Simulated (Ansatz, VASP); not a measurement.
# Hf: VASP beside Ansatz

INCAR

```
SYSTEM = Hf
PREC = Accurate
ENCUT = 520
EDIFF = 1E-6
ISMEAR = 0
SIGMA = 0.15
LREAL = .FALSE.
LASPH = .TRUE.
NELM = 80
ALGO = Normal
ISIF = 2
LWAVE = .FALSE.
LCHARG = .TRUE.
LELF = .TRUE.
LVHAR = .TRUE.
NBANDS = 11
```

KPOINTS

```
Automatic mesh
0
G
  20 20 20
  0 0 0
```

File POSCAR:

```
Hf
1.0
    0.0000000000      2.1201759080      2.1201759080
    2.1201759080      0.0000000000      2.1201759080
    2.1201759080      2.1201759080      0.0000000000
Hf
1
Direct
    0.0000000000      0.0000000000      0.0000000000
```

Input for Ansatz:

```yaml
crystal:
  lattice:
    - [0.0, 2.120175908, 2.120175908]
    - [2.120175908, 0.0, 2.120175908]
    - [2.120175908, 2.120175908, 0.0]
  atoms:
    - { symbol: Hf, position: [0.0, 0.0, 0.0] }
basis:
  ecutwfc: 420
kpoints:
  mp_grid: { grid: [20, 20, 20] }
hamiltonian:
  xc: lda
scf:
  occupations: { method: gaussian, width: 0.15 }
output:
  forces: true
  stress: true
  eigenvalues: true
```

Alike in both runs: task single point; functional LDA; k mesh 20 × 20 × 20; occupations gaussian, width 0.15 eV; no spin polarisation.

```csv
,VASP,Ansatz
version,VASP 6.6.1,Ansatz 0.2.0
potentials or method,"VASP PAW LDA potentials, release 64 (Hf_pv), cutoff 520 eV","scalar-relativistic, plane waves, PAW"
valence electrons in the cell,10,26
```

```csv
,VASP,Ansatz,Ansatz less VASP
gap on the k mesh at the Fermi level (eV),none,none,-
pressure (GPa),11.4,11.3,-0.09
```

LDA's correlation is that of Perdew and Zunger in VASP and of Perdew and Wang (1992) in Ansatz. A gap of «none» marks a metal or a gap that the smearing closes. VASP's potentials hold 10 valence electrons a cell and Ansatz's 26, so a difference there can come from the potentials and not from the codes.

Spin-orbit coupling is off throughout.
